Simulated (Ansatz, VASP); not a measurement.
## One calculation of K2TaO3, two programs

```
K Ta O
1.0
     3.78711    0.00000    0.00000
     0.00000    3.78711    0.00000
     0.00000    0.00000   10.10723
K Ta O
2 1 3
Direct
  0.00000 0.50000 0.34404
  0.50000 0.00000 0.65596
  0.00000 0.00000 0.00000
  0.50000 0.50000 0.50000
  0.00000 0.50000 0.95720
  0.50000 0.00000 0.04280
```

Alike in both runs: functional PBE; k mesh 4 × 4 × 4; occupations gaussian, width 0.1 eV; collinear spin.

Ansatz relaxed the structure, and its values are those at the end. VASP's run is a single point on that final structure, the one shown.

```csv
,VASP,Ansatz
version,VASP 6.6.1,Ansatz 0.2.0
potentials or method,"VASP PAW PBE potentials, release 64 (K_sv, Ta_pv, O), cutoff 520 eV","scalar-relativistic, plane waves, PAW"
valence electrons in the cell,47,49
```

Ansatz gave:

```
gap on the k mesh at the Fermi level (eV)                     : none
pressure (GPa)                                                : 0.1
rms of the force components (eV/Å)                            : 0.008
net moment per atom (μB)                                      : 0.17
size of the moment on the site where the two differ most (μB) : 0.13
```

Estimate VASP's values.

gap on the k mesh at the Fermi level (eV): none; pressure (GPa): 0.4; rms of the force components (eV/Å): 0.014; net moment per atom (μB): 0.17; size of the moment on the site where the two differ most (μB): 0.31.

Site moments also hang on the region over which each program counts them. A gap of «none» marks a metal or a gap that the smearing closes. The functional is the same, so the differences come from potentials, cutoffs and numerics. VASP's potentials hold 47 valence electrons a cell and Ansatz's 49, so a difference there can come from the potentials and not from the codes.

The k mesh is coarse, so the values compare programs but aren't converged. Spin-orbit coupling is off throughout.
